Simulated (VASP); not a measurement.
RbBr:

```
Rb Br
1.0
     5.88999    0.00000    0.00000
    -2.94499    5.10088    0.00000
     0.00000    0.00000    6.86978
Rb Br
2 2
Direct
  0.33333 0.66667 0.25000
  0.66667 0.33333 0.75000
  0.66667 0.33333 0.25000
  0.33333 0.66667 0.75000
```

Base run:

- Program: VASP 6.6.1
- Functional: r2SCAN
- Potentials or basis: VASP PAW PBE potentials, release 64 (Rb_sv, Br)
- Cutoff: 520 eV
- k mesh: 6 × 6 × 4
- Occupations: gaussian, width 0.01 eV
- Spin: no spin polarisation

Its results: band gap on the k mesh 4.65 eV; pressure 0.0 GPa.

Problem. The run is repeated on the same cell with these changes: functional from r2SCAN to PBE; further incar settings from ALGO = Normal; EDIFF = 1e-07; NBANDS = 24 to ALGO = Normal; EDIFF = 1e-06; NBANDS = 24. What comes out?

Solution. Band gap on the k mesh 4.06 eV; pressure 0.3 GPa.

Caveats: the PAW data sets were made with another functional, which shifts forces and pressure a little (at least some runs).

A k mesh can miss the band edges.
